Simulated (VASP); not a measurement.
# MgB2 (P6/mmm) in VASP: notebook, part 2 of 2

VASP 6.6.1. Earlier steps stand in the parts before.

### Step 4. Single point, PBE (biaxial strain in the a-b plane: +3.0 %, then relaxed in part)

INCAR

```
PREC = Accurate
ENCUT = 520
EDIFF = 1E-7
ISMEAR = 0
SIGMA = 0.1
LREAL = F
LASPH = T
NELM = 80
ALGO = Normal
ISIF = 2
LWAVE = F
LCHARG = T
GGA = PE
LELF = T
LVHAR = T
NBANDS = 11
```

KPOINTS

```
Automatic mesh
0
Gamma
  15 15 12
```

POSCAR

```
MgB2
1.0
    3.1649498627      0.0000000000      0.0000000000
   -1.5824749313      2.7409269828      0.0000000000
    0.0000000000      0.0000000000      3.4924943595
Mg B
1 2
Direct
    0.0000000000      0.0000000000      0.0000000000
    0.6666666667      0.3333333333      0.5000000000
    0.3333333333      0.6666666667      0.5000000000
```

Potentials or basis: VASP PAW PBE potentials, release 64 (Mg, B).

On the command line:

```console
$ cat potpaw_PBE.64/Mg/POTCAR potpaw_PBE.64/B/POTCAR > POTCAR
$ mpirun -np 1 vasp_std > vasp.out
```

OUTCAR:

```text
PREC = Accurate
   ENCUT = 520
   EDIFF = 1E-7
   ISMEAR = 0
   LREAL = F
   LASPH = T
   NELM = 80
   ISIF = 2
   GGA = PE

 ion  position               nearest neighbor table
   1  0.000  0.000  0.000-   2 2.53   3 2.53   2 2.53   3 2.53   3 2.53   3 2.53   2 2.53   2 2.53
                             2 2.53   2 2.53   3 2.53   3 2.53
   2  0.667  0.333  0.500-   3 1.83   3 1.83   3 1.83   1 2.53   1 2.53   1 2.53   1 2.53   1 2.53
                             1 2.53
   3  0.333  0.667  0.500-   2 1.83   2 1.83   2 1.83   1 2.53   1 2.53   1 2.53   1 2.53   1 2.53
                             1 2.53

  LATTYP: Found a hexagonal cell.
 ALAT       =     3.1649498627
 C/A-ratio  =     1.1034912119

  Lattice vectors:

 A1 = (   3.1649498627,   0.0000000000,   0.0000000000)
 A2 = (  -1.5824749313,   2.7409269828,   0.0000000000)
 A3 = (   0.0000000000,   0.0000000000,   3.4924943595)

Analysis of symmetry for initial positions (statically):
=====================================================================
 Subroutine PRICEL returns:
 Original cell was already a primitive cell.

 Routine SETGRP: Setting up the symmetry group for a
 hexagonal supercell.

 Subroutine GETGRP returns: Found 24 space group operations
 (whereof 24 operations were pure point group operations)
 out of a pool of 24 trial point group operations.

The static configuration has the point symmetry D_6h.

Analysis of symmetry for dynamics (positions and initial velocities):
=====================================================================
 Subroutine PRICEL returns:
 Original cell was already a primitive cell.

 Routine SETGRP: Setting up the symmetry group for a
 hexagonal supercell.

 Subroutine GETGRP returns: Found 24 space group operations
 (whereof 24 operations were pure point group operations)
 out of a pool of 24 trial point group operations.

The dynamic configuration has the point symmetry D_6h.

 Subroutine INISYM returns: Found 24 space group operations
 (whereof 24 operations are pure point group operations),
 and found     1 'primitive' translations

----------------------------------------------------------------------------------------

                                     Primitive cell

  volume of cell :      30.2970

  direct lattice vectors                    reciprocal lattice vectors
     3.164949863  0.000000000  0.000000000     0.315960771  0.182420036  0.000000000
    -1.582474931  2.740926983  0.000000000     0.000000000  0.364840073  0.000000000
     0.000000000  0.000000000  3.492494360     0.000000000  0.000000000  0.286328308

  length of vectors
     3.164949863  3.164949863  3.492494360     0.364840073  0.364840073  0.286328308

  position of ions in fractional coordinates (direct lattice)
     0.000000000  0.000000000  0.000000000
     0.666666667  0.333333333  0.500000000
     0.333333333  0.666666667  0.500000000

  ion indices of the primitive-cell ions
   primitive index   ion index
                 1           1
                 2           2
                 3           3

----------------------------------------------------------------------------------------

 KPOINTS: Automatic mesh

Automatic generation of k-mesh.
 Grid dimensions read from file:
[... 25 lines left out ...]
  0.200000  0.000000  0.000000      6.000000
  0.266667  0.000000  0.000000      6.000000
  0.333333  0.000000  0.000000      6.000000
[... 16 lines left out ...]
  0.333333  0.200000  0.000000     12.000000
  0.400000  0.200000  0.000000      6.000000
 [... further k-points ...]
   k-points           NKPTS =    189   k-points in BZ     NKDIM =    189   number of bands    NBANDS=     11
   number of dos      NEDOS =    301   number of ions     NIONS =      3
   total plane-waves  NPLWV =  16128
   dimension x,y,z NGX =    24 NGY =   24 NGZ =   28
   dimension x,y,z NGXF=    48 NGYF=   48 NGZF=   56
   ions per type =               1   2
   NGX,Y,Z   is equivalent  to a cutoff of  12.61, 12.61, 13.33 a.u.
   NGXF,Y,Z  is equivalent  to a cutoff of  25.21, 25.21, 26.66 a.u.
 SYSTEM =  unknown system
   PREC   = accura    normal or accurate (medium, high low for compatibility)
   ISTART =      0    job   : 0-new  1-cont  2-samecut
   ICHARG =      2    charge: 1-file 2-atom 10-const
   ISPIN  =      1    spin polarized calculation?
   LNONCOLLINEAR =      F non collinear calculations
   LSORBIT =      F    spin-orbit coupling
   LASPH  =      T    aspherical Exc in radial PAW
   ENCUT  =  520.0 eV  38.22 Ry    6.18 a.u.   5.88  5.88  6.49*2*pi/ulx,y,z
   NELM   =     80;   NELMIN=  2; NELMDL= -5     # of ELM steps
   EDIFF  = 0.1E-06   stopping-criterion for ELM
   LREAL  =      F    real-space projection
   EDIFFG = 0.1E-05   stopping-criterion for IOM
   NSW    =      0    number of steps for IOM
   IBRION =     -1    ionic relax: 0-MD 1-quasi-New 2-CG
   NFREE  =      0    steps in history (QN), initial steepest desc. (CG)
   ISIF   =      2    stress and relaxation
   ISYM   =      2    0-nonsym 1-usesym 2-fastsym
   POTIM  = 0.5000    time-step for ionic-motion
   TEBEG  =    0.0;   TEEND  =   0.0 temperature during run
   PSTRESS=    0.0 pullay stress
   NELECT =       8.0000    total number of electrons
   NUPDOWN=      -1.0000    fix difference up-down
   EMIN   =  10.00;   EMAX   =-10.00  energy-range for DOS
   EFERMI =   0.00;   METHOD = LEGACY
   ISMEAR =     0;   SIGMA  =   0.10  broadening in eV -4-tet -1-fermi 0-gaus
   EFERMI_NEDOS =   21; number of points for ismear=-14 and -15
   IALGO  =     38    algorithm
   IMIX   =      4    mixing-type and parameters
     AMIX     =   0.40;   BMIX     =  1.00
     AMIX_MAG =   1.60;   BMIX_MAG =  1.00
  volume/ion in A,a.u.               =      10.10        68.15
  Fermi-wavevector in a.u.,A,eV,Ry     =   1.050279  1.984740 15.008406  1.103087
  Thomas-Fermi vector in A             =   2.185276
   LORBIT       =      0    0 simple, 1 ext, 2 COOP (PROOUT), +10 PAW based schemes
   GGA     = PE    functional components
   LHFCALC =     F    Hartree Fock is set to
   AEXX    =    0.0000 exact exchange contribution
   IVDW    =     0    specifies the selected vdW correction
   LEPSILON=     F    determine dielectric tensor
   LRPA    =     F    only Hartree local field effects (RPA)
 non-spin polarized calculation
 Gauss-broadening in eV      SIGMA  =   0.10
  energy-cutoff  :      520.00
  volume of cell :       30.30
 maximum number of plane-waves:       836
 NGX is ok and might be reduce to    24
   NGX = 11   NGY = 11   NGZ = 13

 number of electron       8.0000000 magnetization

 Free energy of the ion-electron system (eV)
  ---------------------------------------------------
  ext. energy  EPLUGINS =         0.00000000
  ---------------------------------------------------
  free energy    TOTEN  =       -15.25601640 eV

  energy without entropy =      -15.25184693  energy(sigma->0) =      -15.25393166

 E-fermi :   4.9483     XC(G=0): -10.7581

 val. band max:        4.9465209612   @ k =   0.0667   0.0000   0.2500
 cond. band min:       4.9502685823   @ k =   0.0667   0.0000   0.0000
 fundamental gap:      0.0037476211
 Fermi energy:         4.9483429161

 k-point     1 :       0.0000    0.0000    0.0000
  band No.  band energies     occupation
      1      -7.1807      2.00000
      2       2.4593      2.00000
      3       5.1282      0.01097
      4       5.1282      0.01097
      5       7.0671      0.00000
      6      10.7321      0.00000
      7      10.7321      0.00000
      8      12.0331      0.00000
      9      14.3266      0.00000
     10      16.7275      0.00000
     11      20.8512      0.00000
[... 309 lines left out ...]
 k-point    24 :       0.4000    0.2000    0.0000
  band No.  band energies     occupation
      1      -3.0742      2.00000
      2      -2.3326      2.00000
      3       0.5596      2.00000
      4       5.9398      0.00000
      5       7.7730      0.00000
      6      10.7925      0.00000
      7      10.8262      0.00000
      8      12.6497      0.00000
      9      14.5246      0.00000
     10      16.4035      0.00000
     11      17.5890      0.00000

 [... further k-points ...]
[... 5 lines left out ...]
  --------------------------------------------------------------------------------------
  -------------------------------------------------------------------------------------
  Total       -2.3222266     -2.3222266     -0.0687919     -0.0000000      0.0000000      0.0000000
  in kB     -122.8047474   -122.8047474     -3.6378778     -0.0000000      0.0000000      0.0000000
  external PRESSURE =     -83.0824575 kB  Pullay stress =       0.0000000 kB

 VOLUME and BASIS-vectors are now :
 -----------------------------------------------------------------------------
  energy-cutoff  :      520.00
  volume of cell :       30.30
      direct lattice vectors                 reciprocal lattice vectors
     3.164949863  0.000000000  0.000000000     0.315960771  0.182420036  0.000000000
    -1.582474931  2.740926983  0.000000000     0.000000000  0.364840073  0.000000000
     0.000000000  0.000000000  3.492494360     0.000000000  0.000000000  0.286328308

 POSITION                                       TOTAL-FORCE (eV/Angst)
 -----------------------------------------------------------------------------------
      0.00000      0.00000      0.00000        -0.000000      0.000000      0.000000
      1.58247      0.91364      1.74625         0.000000     -0.000000     -0.000000
     -0.00000      1.82728      1.74625        -0.000000      0.000000      0.000000
 -----------------------------------------------------------------------------------
    total drift:                                0.000000     -0.000000      0.000000

  FREE ENERGIE OF THE ION-ELECTRON SYSTEM (eV)
  ---------------------------------------------------
  free  energy   TOTEN  =       -15.2560164012 eV

  energy  without entropy=      -15.2518469258  energy(sigma->0) =      -15.25393166
```

stdout:

```text
POSCAR found type information on POSCAR MgB
 POSCAR found :  2 types and       3 ions
 scaLAPACK will be used
 LDA part: xc-table for (Slater+PW92), standard interpolation
 POSCAR, INCAR and KPOINTS ok, starting setup
 FFT: planning ... GRIDC
 FFT: planning ... GRID_SOFT
 FFT: planning ... GRID
 WAVECAR not read
 entering main loop
```

It took 26 s on 1 thread of Intel Xeon 6975P-C (Granite Rapids), shared host; peak memory 0.19 GiB.

Results:

* Free energy: -15.2560 eV
* Pressure: -8.3 GPa
* Band gap on the k mesh: zero (band 4 reaches 6.88 eV, above the bottom of band 5 at 2.97 eV)

Stress tensor (GPa, compression positive):
```
-12.28   0.00   0.00
  0.00 -12.28   0.00
  0.00   0.00  -0.36
```

Levels at points of the mesh, in eV from the Fermi level:
```tsv
k point	band 1	band 2	band 3	band 4	band 5	band 6	band 7	band 8
(0.00, 0.00, 0.00)	-12.13	-2.49	0.18	0.18	2.12	5.78	5.78	7.08
(0.00, 0.00, 0.50)	-10.81	-7.11	0.60	0.60	6.20	6.20	7.32	8.77
```

Caveat: the cell differs from its parent crystal (biaxial strain in the a-b plane: +3.0 %, then relaxed in part).

### Step 5. Summary

```csv
cell,gap on the mesh (eV),pressure (GPa)
"a = 3.119, b = 3.119, c = 3.511 Å, angles 90.0, 90.0, 120.0°, 3 atoms",none,-4.5
"a = 3.119, b = 3.119, c = 3.500 Å, angles 90.0, 90.0, 120.0°, 3 atoms",none,-4.2
"a = 3.165, b = 3.165, c = 3.492 Å, angles 90.0, 90.0, 120.0°, 3 atoms",none,-8.3
```

Alike in all rows: task single point; level PBE; potentials or basis VASP PAW PBE potentials, release 64 (Mg, B); no spin polarisation; k mesh 15 × 15 × 12; cutoff (eV) 520; smearing gaussian 0.1 eV.

Absolute energies hang on the potentials; compare differences alone.
